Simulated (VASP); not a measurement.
The system is Sb.

```
Sb
1.0
     3.20158    0.00000    0.00000
     0.00000    3.20158    0.00000
     0.00000    0.00000    3.20158
Sb
1
Direct
  0.00000 0.00000 0.00000
```

This cell differs from its parent crystal: volume scaled by 1.04.

| Quantity | Value |
| --- | --- |
| Program | VASP 6.6.1 |
| Task | relaxation of cell and atoms |
| Functional | RPBE |
| Potentials or basis | VASP PAW PBE potentials, release 64 (Sb) |
| Cutoff | 600 eV |
| k mesh | 8 × 8 × 8 |
| Occupations | gaussian, width 0.05 eV |
| Spin | no spin polarisation |

At the start: pressure -2.8 GPa; volume 32.82 Å³/atom.

Q: Where does the relaxation end?

A: Over 3 steps the energy falls by 18.4 meV/atom and the volume is 30.86 Å³/atom (-6.0 %); space group Pm-3m (No. 221, to 0.05 Å).

Step by step:
```
step  energy change (eV)  largest force (eV/Å)  pressure (GPa)  volume (Å³)
   1              0.0000                0.0000           -2.83        32.82
   2             -0.0154                0.0000            1.35        30.14
   3             -0.0184                0.0000            0.01        30.86
```

Final structure:
```
Sb
1.0
     3.13665    0.00000    0.00000
     0.00000    3.13665    0.00000
     0.00000    0.00000    3.13665
Sb
1
Cartesian
  0.0000 0.0000 0.0000
```

Caveat: the cell differs from its parent crystal (volume scaled by 1.04); the PAW data sets were made with another functional, which shifts forces and pressure a little.
